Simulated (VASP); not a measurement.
# Sc4AlAs (F-43m) in VASP: notebook

Sc4AlAs is run at these levels: PBE; tasks: single point.

All numbers are computed with VASP 6.6.1; they aren't measurements. Logs are shortened: lines on timing, memory, paths and dates and some standing lists are left out, and cuts for length are marked.

## 1. The cell of the first run

Symmetry: F-43m, No. 216, cubic system. The conventional cell has a = 8.104 Å, b = 8.104 Å, c = 8.104 Å, α = 90.00°, β = 90.00°, γ = 90.00°. Within 3.8 Å of Sc (site symmetry 3m) lie 6 Sc at 2.85 to 2.88 Å and 3 Al at 3.36 Å and 3 As at 3.36 Å. Al (site symmetry -43m) has 12 Sc at 3.36 Å and 4 As at 3.51 Å within 4.4 Å. Within 4.4 Å of As (site symmetry -43m) lie 12 Sc at 3.36 Å and 4 Al at 3.51 Å.

## 2. Single point, PBE

The input, INCAR:

```
  PREC = Accurate
  ENCUT = 500
  EDIFF = 1E-6
  ISMEAR = 0
  SIGMA = 0.1
  LREAL = False
  LASPH = True
  NELM = 120
  ALGO = Normal
  ISIF = 2
  LWAVE = False
  LCHARG = False
  GGA = PE
  NBANDS = 35
  GGA_COMPAT = False
```

The input, KPOINTS:

```
regular mesh
0
Gamma
  8 8 8
```

The input, POSCAR:

```
Sc4AlAs
1.0
    0.0000000000      4.0518196393      4.0518196393
    4.0518196393      0.0000000000      4.0518196393
    4.0518196393      4.0518196393      0.0000000000
Sc Al As
4 1 1
Direct
    0.6243341325      0.6243341325      0.1269976025
    0.6243341325      0.1269976025      0.6243341325
    0.1269976025      0.6243341325      0.6243341325
    0.6243341325      0.6243341325      0.6243341325
    0.2500000000      0.2500000000      0.2500000000
    0.0000000000      0.0000000000      0.0000000000
```

Potentials or basis: VASP PAW PBE potentials, release 64 (Sc_sv, Al, As).

Started as:

```bash
cat potpaw_PBE.64/Sc_sv/POTCAR potpaw_PBE.64/Al/POTCAR potpaw_PBE.64/As/POTCAR > POTCAR
mpirun -np 1 vasp_std > vasp.out
```

OUTCAR:

```text
PREC = Accurate
   ENCUT = 500
   EDIFF = 1E-6
   ISMEAR = 0
   LREAL = False
   LASPH = True
   NELM = 120
   ISIF = 2
   GGA = PE

 ion  position               nearest neighbor table
   1  0.624  0.624  0.127-   2 2.85   3 2.85   4 2.85   2 2.88   3 2.88   4 2.88   5 3.36   5 3.36
                             5 3.36
   2  0.624  0.127  0.624-   1 2.85   3 2.85   4 2.85   3 2.88   1 2.88   4 2.88   5 3.36   5 3.36
                             5 3.36
   3  0.127  0.624  0.624-   1 2.85   2 2.85   4 2.85   2 2.88   1 2.88   4 2.88   5 3.36   5 3.36
                             5 3.36
   4  0.624  0.624  0.624-   1 2.85   2 2.85   3 2.85   3 2.88   2 2.88   1 2.88   5 3.36   5 3.36
                             5 3.36
   5  0.250  0.250  0.250-   2 3.36   3 3.36   1 3.36   3 3.36   1 3.36   2 3.36   4 3.36   4 3.36
                             4 3.36   1 3.36   2 3.36   3 3.36
   6  0.000  0.000  0.000-

  LATTYP: Found a face centered cubic cell.
 ALAT       =     8.1036392786

  Lattice vectors:

 A1 = (   0.0000000000,   4.0518196393,   4.0518196393)
 A2 = (   4.0518196393,   0.0000000000,   4.0518196393)
 A3 = (   4.0518196393,   4.0518196393,   0.0000000000)

Analysis of symmetry for initial positions (statically):
=====================================================================
 Subroutine PRICEL returns:
 Original cell was already a primitive cell.

 Routine SETGRP: Setting up the symmetry group for a
 face centered cubic supercell.

 Subroutine GETGRP returns: Found 24 space group operations
 (whereof 24 operations were pure point group operations)
 out of a pool of 48 trial point group operations.

The static configuration has the point symmetry T_d .

Analysis of symmetry for dynamics (positions and initial velocities):
=====================================================================
 Subroutine PRICEL returns:
 Original cell was already a primitive cell.

 Routine SETGRP: Setting up the symmetry group for a
 face centered cubic supercell.

 Subroutine GETGRP returns: Found 24 space group operations
 (whereof 24 operations were pure point group operations)
 out of a pool of 48 trial point group operations.

The dynamic configuration has the point symmetry T_d .

 Subroutine INISYM returns: Found 24 space group operations
 (whereof 24 operations are pure point group operations),
 and found     1 'primitive' translations

----------------------------------------------------------------------------------------

                                     Primitive cell

  volume of cell :     133.0394

  direct lattice vectors                    reciprocal lattice vectors
     0.000000000  4.051819639  4.051819639    -0.123401347  0.123401347  0.123401347
     4.051819639  0.000000000  4.051819639     0.123401347 -0.123401347  0.123401347
     4.051819639  4.051819639  0.000000000     0.123401347  0.123401347 -0.123401347

  length of vectors
     5.730138286  5.730138286  5.730138286     0.213737402  0.213737402  0.213737402

  position of ions in fractional coordinates (direct lattice)
     0.624334133  0.624334133  0.126997602
     0.624334133  0.126997602  0.624334133
     0.126997602  0.624334133  0.624334133
     0.624334133  0.624334133  0.624334133
     0.250000000  0.250000000  0.250000000
     0.000000000  0.000000000  0.000000000

  ion indices of the primitive-cell ions
   primitive index   ion index
                 1           1
                 2           2
                 3           3
                 4           4
                 5           5
                 6           6

----------------------------------------------------------------------------------------

 KPOINTS: regular mesh

Automatic generation of k-mesh.
 Grid dimensions read from file:
 generate k-points for:    8    8    8

 Generating k-lattice:

  Cartesian coordinates                     Fractional coordinates (reciprocal lattice)
    -0.015425168  0.015425168  0.015425168     0.125000000  0.000000000  0.000000000
     0.015425168 -0.015425168  0.015425168     0.000000000  0.125000000  0.000000000
     0.015425168  0.015425168 -0.015425168     0.000000000  0.000000000  0.125000000

  Length of vectors
     0.026717175  0.026717175  0.026717175

  Shift w.r.t. Gamma in fractional coordinates (k-lattice)
     0.000000000  0.000000000  0.000000000

 Subroutine IBZKPT returns following result:
 ===========================================

 Found     29 irreducible k-points:

 Following reciprocal coordinates:
            Coordinates               Weight
  0.000000  0.000000  0.000000      1.000000
  0.125000  0.000000  0.000000      8.000000
  0.250000  0.000000  0.000000      8.000000
  0.375000  0.000000  0.000000      8.000000
  0.500000  0.000000  0.000000      4.000000
  0.125000  0.125000  0.000000      6.000000
[... 16 lines left out ...]
  0.500000  0.250000  0.125000     48.000000
 -0.375000  0.250000  0.125000     24.000000
 [... further k-points ...]
   k-points           NKPTS =     29   k-points in BZ     NKDIM =     29   number of bands    NBANDS=     35
   number of dos      NEDOS =    301   number of ions     NIONS =      6
   total plane-waves  NPLWV =  74088
   dimension x,y,z NGX =    42 NGY =   42 NGZ =   42
   dimension x,y,z NGXF=    84 NGYF=   84 NGZF=   84
   ions per type =               4   1   1
   NGX,Y,Z   is equivalent  to a cutoff of  12.19, 12.19, 12.19 a.u.
   NGXF,Y,Z  is equivalent  to a cutoff of  24.37, 24.37, 24.37 a.u.
 SYSTEM =  unknown system
   PREC   = accura    normal or accurate (medium, high low for compatibility)
   ISTART =      0    job   : 0-new  1-cont  2-samecut
   ICHARG =      2    charge: 1-file 2-atom 10-const
   ISPIN  =      1    spin polarized calculation?
   LNONCOLLINEAR =      F non collinear calculations
   LSORBIT =      F    spin-orbit coupling
   LASPH  =      T    aspherical Exc in radial PAW
   ENCUT  =  500.0 eV  36.75 Ry    6.06 a.u.  10.45 10.45 10.45*2*pi/ulx,y,z
   NELM   =    120;   NELMIN=  2; NELMDL= -5     # of ELM steps
   EDIFF  = 0.1E-05   stopping-criterion for ELM
   LREAL  =      F    real-space projection
   EDIFFG = 0.1E-04   stopping-criterion for IOM
   NSW    =      0    number of steps for IOM
   IBRION =     -1    ionic relax: 0-MD 1-quasi-New 2-CG
   NFREE  =      0    steps in history (QN), initial steepest desc. (CG)
   ISIF   =      2    stress and relaxation
   ISYM   =      2    0-nonsym 1-usesym 2-fastsym
   POTIM  = 0.5000    time-step for ionic-motion
   TEBEG  =    0.0;   TEEND  =   0.0 temperature during run
   PSTRESS=    0.0 pullay stress
   NELECT =      52.0000    total number of electrons
   NUPDOWN=      -1.0000    fix difference up-down
   EMIN   =  10.00;   EMAX   =-10.00  energy-range for DOS
   EFERMI =   0.00;   METHOD = LEGACY
   ISMEAR =     0;   SIGMA  =   0.10  broadening in eV -4-tet -1-fermi 0-gaus
   EFERMI_NEDOS =   21; number of points for ismear=-14 and -15
   IALGO  =     38    algorithm
   IMIX   =      4    mixing-type and parameters
     AMIX     =   0.40;   BMIX     =  1.00
     AMIX_MAG =   1.60;   BMIX_MAG =  1.00
  volume/ion in A,a.u.               =      22.17       149.63
  Fermi-wavevector in a.u.,A,eV,Ry     =   1.196968  2.261941 19.493505  1.432732
  Thomas-Fermi vector in A             =   2.332895
   LORBIT       =      0    0 simple, 1 ext, 2 COOP (PROOUT), +10 PAW based schemes
   GGA     = PE    functional components
   LHFCALC =     F    Hartree Fock is set to
   AEXX    =    0.0000 exact exchange contribution
   IVDW    =     0    specifies the selected vdW correction
   LEPSILON=     F    determine dielectric tensor
   LRPA    =     F    only Hartree local field effects (RPA)
 non-spin polarized calculation
 Gauss-broadening in eV      SIGMA  =   0.10
  energy-cutoff  :      500.00
  volume of cell :      133.04
 maximum number of plane-waves:      3399
 NGX is ok and might be reduce to    42
   NGX = 21   NGY = 21   NGZ = 21

 number of electron      51.9999998 magnetization

 Free energy of the ion-electron system (eV)
  ---------------------------------------------------
  ext. energy  EPLUGINS =         0.00000000
  ---------------------------------------------------
  free energy    TOTEN  =       -32.58053680 eV

  energy without entropy =      -32.54058218  energy(sigma->0) =      -32.56055949

 E-fermi :   4.6560     XC(G=0): -10.0175

 val. band max:        4.6313531462   @ k =  -0.3750   0.2500   0.0000
 cond. band min:       4.6661015053   @ k =  -0.3750   0.3750   0.0000
 fundamental gap:      0.0347483591
 Fermi energy:         4.6560219990

 k-point     1 :       0.0000    0.0000    0.0000
  band No.  band energies     occupation
      1     -44.8535      2.00000
      2     -44.6706      2.00000
      3     -44.6706      2.00000
      4     -44.6706      2.00000
      5     -24.1029      2.00000
      6     -23.6934      2.00000
[... 27 lines left out ...]
     34       7.8498      0.00000
     35       7.8849      0.00000

 k-point     2 :       0.1250    0.0000    0.0000
  band No.  band energies     occupation
      1     -44.8485      2.00000
      2     -44.6759      2.00000
      3     -44.6706      2.00000
      4     -44.6706      2.00000
      5     -24.0775      2.00000
      6     -23.6863      2.00000
[... 27 lines left out ...]
     34       7.6440      0.00000
     35       7.7531      0.00000

 k-point     3 :       0.2500    0.0000    0.0000
  band No.  band energies     occupation
      1     -44.8348      2.00000
      2     -44.6900      2.00000
      3     -44.6706      2.00000
      4     -44.6706      2.00000
      5     -24.0131      2.00000
      6     -23.6584      2.00000
[... 27 lines left out ...]
     34       7.5431      0.00000
     35       7.6370      0.00000
[... 723 lines left out ...]
 k-point    23 :       0.5000    0.2500    0.1250
  band No.  band energies     occupation
      1     -44.8052      2.00000
      2     -44.7203      2.00000
      3     -44.6707      2.00000
      4     -44.6707      2.00000
      5     -23.8816      2.00000
      6     -23.6498      2.00000
[... 27 lines left out ...]
     34       6.9327      0.00000
     35       7.0282      0.00000

 k-point    24 :      -0.3750    0.2500    0.1250
  band No.  band energies     occupation
      1     -44.7954      2.00000
      2     -44.7302      2.00000
      3     -44.6707      2.00000
      4     -44.6707      2.00000
      5     -23.8508      2.00000
      6     -23.6308      2.00000
[... 27 lines left out ...]
     34       6.8740      0.00000
     35       6.8979      0.00000

 [... further k-points ...]

------------------------ aborting loop because EDIFF is reached ----------------------------------------

  FORCE on cell =-STRESS in cart. coord.  units (eV):
  Direction    XX          YY          ZZ          XY          YZ          ZX
  --------------------------------------------------------------------------------------
  -------------------------------------------------------------------------------------
  Total        0.0167038      0.0167038      0.0167038     -0.0000000     -0.0000000     -0.0000000
  in kB        0.2011614      0.2011614      0.2011614     -0.0000000     -0.0000000     -0.0000000
  external PRESSURE =       0.2011614 kB  Pullay stress =       0.0000000 kB

 VOLUME and BASIS-vectors are now :
 -----------------------------------------------------------------------------
  energy-cutoff  :      500.00
  volume of cell :      133.04
      direct lattice vectors                 reciprocal lattice vectors
     0.000000000  4.051819639  4.051819639    -0.123401347  0.123401347  0.123401347
     4.051819639  0.000000000  4.051819639     0.123401347 -0.123401347  0.123401347
     4.051819639  4.051819639  0.000000000     0.123401347  0.123401347 -0.123401347

 POSITION                                       TOTAL-FORCE (eV/Angst)
 -----------------------------------------------------------------------------------
      3.04426      3.04426      5.05938         0.000222      0.000222     -0.000222
      3.04426      5.05938      3.04426         0.000222     -0.000222      0.000222
      5.05938      3.04426      3.04426        -0.000222      0.000222      0.000222
      5.05938      5.05938      5.05938        -0.000222     -0.000222     -0.000222
      2.02591      2.02591      2.02591        -0.000000     -0.000000     -0.000000
      0.00000      0.00000      0.00000        -0.000000     -0.000000     -0.000000
 -----------------------------------------------------------------------------------
    total drift:                                0.000000      0.000000      0.000000

  FREE ENERGIE OF THE ION-ELECTRON SYSTEM (eV)
  ---------------------------------------------------
  free  energy   TOTEN  =       -32.5805367955 eV

  energy  without entropy=      -32.5405821825  energy(sigma->0) =      -32.56055949
```

It took 2.2 min on 1 thread of Intel Xeon Platinum 8375C at 2.90GHz (Ice Lake), shared host; peak memory 0.32 GiB.

What came out:

```
Free energy            : -32.5805 eV
Pressure               : 0.0 GPa
Band gap on the k mesh : zero (bands 26 and 27 overlap by 0.56 eV)
```

## 3. Single point, PBE, collinear spin

This run uses another cell than the first one, of 21.91 Å³/atom.

The input, INCAR:

```
SYSTEM = Sc4AlAs
PREC = Accurate ; ENCUT = 500
EDIFF = 1E-6 ; ISMEAR = 0
SIGMA = 0.1 ; LREAL = .FALSE.
LASPH = .TRUE. ; NELM = 200
ALGO = Normal ; ISIF = 2
LWAVE = .FALSE. ; LCHARG = .FALSE.
ISPIN = 2 ; MAGMOM = 1 1 1 1 0 0
LORBIT = 11 ; LMAXMIX = 4
GGA = PE ; NBANDS = 39
GGA_COMPAT = .FALSE.
```

The input, KPOINTS:

```
regular mesh
0
G
  4 4 4
  0 0 0
```

The input, POSCAR:

```
Sc4AlAs
1.0
    0.0000000000      4.0357211031      4.0357211031
    4.0357211031      0.0000000000      4.0357211031
    4.0357211031      4.0357211031      0.0000000000
Sc Al As
4 1 1
Direct
    0.6243057801      0.6243057801      0.1270826596
    0.6243057801      0.1270826596      0.6243057801
    0.1270826596      0.6243057801      0.6243057801
    0.6243057801      0.6243057801      0.6243057801
    0.2500000000      0.2500000000      0.2500000000
    0.0000000000      0.0000000000      0.0000000000
```

Potentials or basis: VASP PAW PBE potentials, release 64 (Sc_sv, Al, As).

Started as:

```bash
cat potpaw_PBE.64/Sc_sv/POTCAR potpaw_PBE.64/Al/POTCAR potpaw_PBE.64/As/POTCAR > POTCAR
mpirun -np 1 vasp_std > vasp.out
```

It took 2.1 min on 1 thread of Intel Xeon Platinum 8375C at 2.90GHz (Ice Lake), shared host; peak memory 0.34 GiB.

Results (log left out):

```
Free energy                                           : -32.6020 eV
Pressure                                              : 0.3 GPa
Largest force                                         : 0.018 eV/Å
Band gap on the k mesh                                : zero (filled and empty bands overlap)
Net moment                                            : 0.00 μB per cell
Valence electrons inside the program's atomic spheres : Sc 9.58; Al 0.73; As 2.60
```

Forces on the atoms (eV/Å):
```
Sc   0.010  0.010 -0.010
Sc   0.010 -0.010  0.010
Sc  -0.010  0.010  0.010
Sc  -0.010 -0.010 -0.010
Al   0.000  0.000  0.000
As   0.000  0.000  0.000
```

Levels at points of the mesh, in eV from the Fermi level:
Spin up:
| k point | band 23 | band 24 | band 25 | band 26 | band 27 | band 28 | band 29 | band 30 |
| --- | --- | --- | --- | --- | --- | --- | --- | --- |
| (0.00, 0.00, 0.00) | -1.06 | -1.06 | -1.06 | -0.39 | -0.39 | -0.39 | 0.29 | 0.29 |
| (0.50, 0.00, 0.00) | -1.09 | -1.09 | -0.06 | -0.06 | -0.02 | 0.27 | 0.92 | 1.13 |
| (0.50, 0.50, 0.00) | -0.65 | -0.61 | -0.61 | -0.30 | 0.38 | 0.52 | 1.16 | 1.16 |
Spin down:
```tsv
k point	band 23	band 24	band 25	band 26	band 27	band 28	band 29	band 30
(0.00, 0.00, 0.00)	-1.06	-1.06	-1.06	-0.39	-0.39	-0.39	0.29	0.29
(0.50, 0.00, 0.00)	-1.09	-1.09	-0.06	-0.06	-0.02	0.27	0.92	1.13
(0.50, 0.50, 0.00)	-0.65	-0.61	-0.61	-0.30	0.38	0.52	1.16	1.16
```
